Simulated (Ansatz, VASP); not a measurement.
# Mg3O: VASP beside Ansatz

```
CELL_PARAMETERS angstrom
3.95930 0.00000 0.00000
0.00000 3.95930 0.00000
0.00000 0.00000 3.95930
ATOMIC_POSITIONS crystal
Mg 0.00000 0.50000 0.50000
Mg 0.50000 0.00000 0.50000
Mg 0.50000 0.50000 0.00000
O 0.00000 0.00000 0.00000
```

Alike in both runs: task single point; functional PBE; k mesh 4 × 4 × 4; occupations gaussian, width 0.1 eV; no spin polarisation.

```csv
,VASP,Ansatz
version,VASP 6.6.1,Ansatz 0.2.0
potentials or method,"VASP PAW PBE potentials, release 64 (Mg, O), cutoff 520 eV","scalar-relativistic, plane waves, PAW"
valence electrons in the cell,12,36
```

```csv
,VASP,Ansatz,Ansatz less VASP
gap on the k mesh at the Fermi level (eV),none,none,-
pressure (GPa),7.6,7.7,+0.11
```

A gap of «none» marks a metal or a gap that the smearing closes. The functional is the same, so the differences come from potentials, cutoffs and numerics. VASP's potentials hold 12 valence electrons a cell and Ansatz's 36, so a difference there can come from the potentials and not from the codes.

The k mesh is coarse, so the values compare programs but aren't converged.
